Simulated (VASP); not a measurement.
# Mo (R-3m) in VASP: further runs, part 2 of 2

VASP 6.6.1.

## Step 3: Single point, PBE

Input file INCAR:

```
SYSTEM = Mo
  PREC = Accurate
  ENCUT = 520
  EDIFF = 1E-6
  ISMEAR = 0
  SIGMA = 0.15
  LREAL = .FALSE.
  LASPH = .TRUE.
  NELM = 100
  ALGO = Fast
  ISIF = 2
  LWAVE = .FALSE.
  LCHARG = .FALSE.
  GGA = PE
  NBANDS = 13
```

Input file KPOINTS:

```
Automatic mesh
0
G
  22 22 22
  0 0 0
```

Input file POSCAR:

```
Mo
1.0
   -1.1169426762      1.5498524122      1.5498524122
    1.5498524122     -1.1169426762      1.5498524122
    1.5498524122      1.5498524122     -1.1169426762
Mo
1
Direct
    0.0000000000      0.0000000000      0.0000000000
```

Potentials or basis: VASP PAW PBE potentials, release 64 (Mo_sv).

Run with:

```bash
$ cat potpaw_PBE.64/Mo_sv/POTCAR > POTCAR
$ mpirun -np 1 vasp_std > vasp.out
```

OUTCAR:

```text
SYSTEM = Mo
   PREC = Accurate
   ENCUT = 520
   EDIFF = 1E-6
   ISMEAR = 0
   LREAL = .FALSE.
   LASPH = .TRUE.
   NELM = 100
   ISIF = 2
   GGA = PE

 ion  position               nearest neighbor table
   1  0.000  0.000  0.000-

  LATTYP: Found a trigonal (rhomboedric) cell.
 ALAT       =     2.4600093376
 COS(alpha) =    -0.1751837620

  Lattice vectors:

 A1 = (  -1.1169426762,   1.5498524122,   1.5498524122)
 A2 = (   1.5498524122,  -1.1169426762,   1.5498524122)
 A3 = (   1.5498524122,   1.5498524122,  -1.1169426762)

Analysis of symmetry for initial positions (statically):
=====================================================================
 Subroutine PRICEL returns:
 Original cell was already a primitive cell.

 Routine SETGRP: Setting up the symmetry group for a
 trigonal (rhombohedral) supercell.

 Subroutine GETGRP returns: Found 12 space group operations
 (whereof 12 operations were pure point group operations)
 out of a pool of 12 trial point group operations.

The static configuration has the point symmetry D_3d.

Analysis of symmetry for dynamics (positions and initial velocities):
[... 168 lines left out ...]
      2     -20.1677      2.00000
      3     -19.7076      2.00000
      4     -19.7076      2.00000
      5       6.9670      2.00000
      6       9.6187      2.00000
      7       9.6187      2.00000
      8      17.2746      0.00000
      9      18.2914      0.00000
     10      18.2914      0.00000
     11      29.0651      0.00000
     12      29.0651      0.00000
     13      35.3037      0.00000
[... 354 lines left out ...]
  band No.  band energies     occupation
      1     -46.7597      2.00000
      2     -22.2464      2.00000
      3     -19.9011      2.00000
      4     -19.5869      2.00000
      5       9.4612      2.00000
      6       9.9667      2.00000
      7      13.8588      2.00000
      8      16.2744      0.00000
      9      17.0453      0.00000
     10      18.4741      0.00000
     11      26.3083      0.00000
     12      29.3946      0.00000
     13      35.2171      0.00000

 [... further k-points ...]

------------------------ aborting loop because EDIFF is reached ----------------------------------------

  FORCE on cell =-STRESS in cart. coord.  units (eV):
  Direction    XX          YY          ZZ          XY          YZ          ZX
  --------------------------------------------------------------------------------------
  -------------------------------------------------------------------------------------
  Total        4.8426713      4.8426713      4.8426713     -1.7251668     -1.7251668     -1.7251668
  in kB      550.2317739    550.2317739    550.2317739   -196.0161039   -196.0161039   -196.0161039
  external PRESSURE =     550.2317739 kB  Pullay stress =       0.0000000 kB

 VOLUME and BASIS-vectors are now :
 -----------------------------------------------------------------------------
  energy-cutoff  :      520.00
  volume of cell :       14.10
      direct lattice vectors                 reciprocal lattice vectors
    -1.116942676  1.549852412  1.549852412    -0.081872318  0.293109623  0.293109623
     1.549852412 -1.116942676  1.549852412     0.293109623 -0.081872318  0.293109623
     1.549852412  1.549852412 -1.116942676     0.293109623  0.293109623 -0.081872318

 POSITION                                       TOTAL-FORCE (eV/Angst)
 -----------------------------------------------------------------------------------
      0.00000      0.00000      0.00000        -0.000000      0.000000     -0.000000
 -----------------------------------------------------------------------------------
    total drift:                                0.000000      0.000000      0.000000

  FREE ENERGIE OF THE ION-ELECTRON SYSTEM (eV)
  ---------------------------------------------------
  free  energy   TOTEN  =        -9.8634356371 eV

  energy  without entropy=       -9.8568550871  energy(sigma->0) =       -9.86014536
```

OSZICAR:

```text
N       E                     dE             d eps       ncg     rms          rms(c)
DAV:   1     0.962930824191E+02    0.96293E+02   -0.81151E+03 26858   0.112E+03
DAV:   2    -0.908653669454E+01   -0.10538E+03   -0.10091E+03 30154   0.317E+02
DAV:   3    -0.102446137843E+02   -0.11581E+01   -0.11556E+01 30519   0.335E+01
DAV:   4    -0.102472737405E+02   -0.26600E-02   -0.26599E-02 29809   0.192E+00
DAV:   5    -0.102472899565E+02   -0.16216E-04   -0.16218E-04 30924   0.134E-01    0.201E+01
RMM:   6    -0.991837057754E+01    0.32892E+00   -0.35165E-01 26634   0.579E+00    0.821E+00
RMM:   7    -0.986538306291E+01    0.52988E-01   -0.13652E-01 27100   0.365E+00    0.780E-01
RMM:   8    -0.986351072941E+01    0.18723E-02   -0.97251E-03 29215   0.108E+00    0.104E-01
RMM:   9    -0.986343645642E+01    0.74273E-04   -0.86874E-04 30820   0.350E-01    0.586E-02
RMM:  10    -0.986343744615E+01   -0.98973E-06   -0.11040E-04 30817   0.132E-01    0.130E-02
RMM:  11    -0.986343625497E+01    0.11912E-05   -0.22334E-05 31225   0.531E-02    0.564E-03
RMM:  12    -0.986343563710E+01    0.61787E-06   -0.45384E-06 23447   0.237E-02
   1 F= -.98634356E+01 E0= -.98601454E+01  d E =-.658055E-02
```

stdout:

```text
POSCAR found type information on POSCAR Mo
 POSCAR found :  1 types and       1 ions
 scaLAPACK will be used
 LDA part: xc-table for (Slater+PW92), standard interpolation
 POSCAR, INCAR and KPOINTS ok, starting setup
 FFT: planning ... GRIDC
 FFT: planning ... GRID_SOFT
 FFT: planning ... GRID
 WAVECAR not read
 entering main loop
```

Wall time 48 s (1 thread of Intel Xeon 6975P-C (Granite Rapids), shared host); peak memory 0.26 GiB.

Results:

```yaml
Free_energy: -9.8634 eV
Pressure: 55.0 GPa
Band_gap_on_the_k_mesh: zero (band 7 reaches 15.91 eV, above the bottom of band 8 at 12.67 eV)
```

Stress tensor (GPa, compression positive):
```
 55.02 -19.60 -19.60
-19.60  55.02 -19.60
-19.60 -19.60  55.02
```

Levels at points of the mesh, in eV from the Fermi level:
```tsv
k point	band 5	band 6	band 7	band 8	band 9	band 10
(0.00, 0.00, 0.00)	-7.48	-4.83	-4.83	2.83	3.84	3.84
(0.50, 0.00, 0.00)	-5.08	-4.57	0.39	1.85	1.90	4.11
(0.50, 0.50, 0.00)	-7.02	-3.70	1.17	2.08	4.63	7.19
(0.50, 0.50, 0.50)	-6.22	-6.22	-1.93	7.19	7.19	7.19
```

## Step 4: Single point, PBE

This run uses another cell than the first one, of the same volume but with other edges.

Input file INCAR:

```
SYSTEM = Mo
PREC     = Accurate       ! precision mode
ENCUT    = 520            ! plane-wave cutoff, eV
EDIFF    = 1E-7           ! SCF threshold, eV
ISMEAR   = 0              ! smearing method
SIGMA    = 0.15           ! smearing width, eV
LREAL    = .FALSE.        ! projectors in reciprocal space
LASPH    = .TRUE.         ! aspherical terms in the spheres
NELM     = 100            ! most SCF steps
ALGO     = Fast           ! electronic algorithm
ISIF     = 2              ! what is computed and relaxed
LWAVE    = .FALSE.        ! write WAVECAR
LCHARG   = .FALSE.        ! write CHGCAR
GGA      = PE             ! functional
NBANDS   = 13             ! bands
```

Input file KPOINTS:

```
regular mesh
0
G
  22 22 22
  0 0 0
```

Input file POSCAR:

```
Mo
1.0
   -1.9267676838      1.5474941052      1.5474941052
    1.5474941052     -1.9267676838      1.5474941052
    1.5474941052      1.5474941052     -1.9267676838
Mo
1
Direct
    0.0000000000      0.0000000000      0.0000000000
```

Run with:

```bash
$ cat potpaw_PBE.64/Mo_sv/POTCAR > POTCAR
$ mpirun -np 1 vasp_std > vasp.out
```

Run time: 69 s. Hardware: 1 thread of Intel Xeon 6975P-C (Granite Rapids), shared host; peak memory 0.29 GiB.

It converged, with:

```yaml
Free_energy: -8.4413 eV
Pressure: 97.7 GPa
Band_gap_on_the_k_mesh: zero (band 7 reaches 16.88 eV, above the bottom of band 8 at 11.96 eV)
```

Stress tensor (GPa, compression positive):
```
97.70 86.49 86.49
86.49 97.70 86.49
86.49 86.49 97.70
```

Levels at points of the mesh, in eV from the Fermi level:
| k point | band 4 | band 5 | band 6 | band 7 | band 8 | band 9 | band 10 | band 11 |
| --- | --- | --- | --- | --- | --- | --- | --- | --- |
| (0.00, 0.00, 0.00) | -31.56 | -8.13 | -5.21 | -2.39 | -2.39 | 6.19 | 6.19 | 10.66 |
| (0.50, 0.00, 0.00) | -34.26 | -6.93 | -4.99 | 0.66 | 1.59 | 4.42 | 5.42 | 11.22 |
| (0.50, 0.50, 0.00) | -31.60 | -6.39 | -5.62 | 0.03 | 2.35 | 6.36 | 6.96 | 8.67 |
| (0.50, 0.50, 0.50) | -34.69 | -7.18 | -7.18 | 2.53 | 2.53 | 8.50 | 9.16 | 9.16 |

## Step 5: Single point, PBE

This run uses another cell than the first one, of the same volume but with other edges.

Input file INCAR:

```
SYSTEM = Mo
ALGO = Fast ; EDIFF = 1E-6
ENCUT = 520 ; GGA = PE
ISIF = 2 ; ISMEAR = 0
LASPH = .True. ; LCHARG = .False.
LREAL = .False. ; LWAVE = .False.
NBANDS = 13 ; NELM = 60
PREC = Accurate ; SIGMA = 0.15
```

Input file KPOINTS:

```
k-points
0
Gamma
  22 22 22
  0 0 0
```

Input file POSCAR:

```
Mo
1.0
   -1.3203786922      1.5287445737      1.5287445737
    1.5287445737     -1.3203786922      1.5287445737
    1.5287445737      1.5287445737     -1.3203786922
Mo
1
Direct
    0.0000000000      0.0000000000      0.0000000000
```

Potentials or basis: VASP PAW PBE potentials, release 64 (Mo_sv).

Run with:

```bash
$ cat potpaw_PBE.64/Mo_sv/POTCAR > POTCAR
$ mpirun -np 1 vasp_std > vasp.out
```

OUTCAR:

```text
SYSTEM = Mo
   EDIFF = 1E-6
   ENCUT = 520
   GGA = PE
   ISIF = 2
   ISMEAR = 0
   LASPH = .True.
   LREAL = .False.
   NELM = 60
   PREC = Accurate

 ion  position               nearest neighbor table
   1  0.000  0.000  0.000-

  LATTYP: Found a trigonal (rhomboedric) cell.
 ALAT       =     2.5332824229
 COS(alpha) =    -0.2648972803

  Lattice vectors:

 A1 = (  -1.3203786922,   1.5287445737,   1.5287445737)
[... 555 lines left out ...]
      3     -20.2304      2.00000
      4     -19.8084      2.00000
      5       8.8097      2.00000
      6      10.1465      2.00000
      7      14.4706      0.93104
      8      17.1171      0.00000
      9      17.2619      0.00000
     10      18.6878      0.00000
     11      26.9373      0.00000
     12      28.2015      0.00000
     13      34.3269      0.00000

 [... further k-points ...]
[... 5 lines left out ...]
  --------------------------------------------------------------------------------------
  -------------------------------------------------------------------------------------
  Total        3.8992558      3.8992558      3.8992558     -1.2816394     -1.2816394     -1.2816394
  in kB      443.0394476    443.0394476    443.0394476   -145.6218435   -145.6218435   -145.6218435
  external PRESSURE =     443.0394476 kB  Pullay stress =       0.0000000 kB

 VOLUME and BASIS-vectors are now :
 -----------------------------------------------------------------------------
  energy-cutoff  :      520.00
  volume of cell :       14.10
      direct lattice vectors                 reciprocal lattice vectors
    -1.320378692  1.528744574  1.528744574    -0.042100566  0.308884599  0.308884599
     1.528744574 -1.320378692  1.528744574     0.308884599 -0.042100566  0.308884599
     1.528744574  1.528744574 -1.320378692     0.308884599  0.308884599 -0.042100566

 POSITION                                       TOTAL-FORCE (eV/Angst)
 -----------------------------------------------------------------------------------
      0.00000      0.00000      0.00000         0.000000      0.000000     -0.000000
 -----------------------------------------------------------------------------------
    total drift:                                0.000000      0.000000      0.000000

  FREE ENERGIE OF THE ION-ELECTRON SYSTEM (eV)
  ---------------------------------------------------
  free  energy   TOTEN  =       -10.4711512860 eV

  energy  without entropy=      -10.4638930615  energy(sigma->0) =      -10.46752217
```

Run time: 63 s. Hardware: 1 thread of Intel Xeon 6975P-C (Granite Rapids), shared host; peak memory 0.27 GiB.

What came out:

* Free energy: -10.4712 eV
* Pressure: 44.3 GPa
* Band gap on the k mesh: zero (band 7 reaches 16.11 eV, above the bottom of band 8 at 13.12 eV)

## Step 6: Summary

| cell | further INCAR settings | gap on the mesh (eV) | pressure (GPa) |
| --- | --- | --- | --- |
| a = 2.421 Å, angles 86.0°, 1 atom | ALGO = Fast; EDIFF = 1e-07; NBANDS = 13 | none | 65.5 |
| a = 2.460 Å, angles 100.1°, 1 atom | ALGO = Fast; EDIFF = 1e-06; NBANDS = 13 | none | 55.0 |
| a = 2.916 Å, angles 114.8°, 1 atom | ALGO = Fast; EDIFF = 1e-07; NBANDS = 13 | none | 97.7 |
| a = 2.533 Å, angles 105.4°, 1 atom | ALGO = Fast; EDIFF = 1e-06; NBANDS = 13 | none | 44.3 |

Alike in all rows: task single point; level PBE; potentials or basis VASP PAW PBE potentials, release 64 (Mo_sv); no spin polarisation; k mesh 22 × 22 × 22; cutoff (eV) 520; smearing gaussian 0.15 eV.

Total energies depend on the potentials used, so only differences within one code and one set of settings carry meaning.
